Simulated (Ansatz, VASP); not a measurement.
SiC in VASP and in Ansatz

```xyz
8
Lattice="3.0747 0.0000 0.0000 -1.5373 2.6628 0.0000 0.0000 0.0000 10.0670" Properties=species:S:1:pos:R:3 pbc="T T T"
Si    0.0000    0.0000   -0.0014
Si    0.0000    1.7752    2.5158
Si    0.0000    0.0000    5.0321
Si    1.5373    0.8876    7.5493
C     0.0000    0.0000    1.8853
C     0.0000    1.7752    4.4088
C     0.0000    0.0000    6.9188
C     1.5373    0.8876    9.4423
```

Alike in both runs: task single point; functional r2SCAN; dispersion rVV10; k mesh 12 × 12 × 4; occupations fermi-dirac, width 0.03 eV; no spin polarisation.

|  | VASP | Ansatz |
| --- | --- | --- |
| version | VASP 6.6.1 | Ansatz 0.2.0 |
| potentials or method | VASP PAW PBE potentials, release 64 (Si, C) | plane waves, PAW |
| plane-wave cutoff (eV) | 520 | 500 |
| valence electrons in the cell | 32 | 32 |

```csv
,VASP,Ansatz,Ansatz less VASP
gap on the k mesh at the Fermi level (eV),2.58,2.57,-0.010
pressure (GPa),-0.1,0.0,+0.13
```

VASP's potentials were made for PBE, not for r2SCAN.
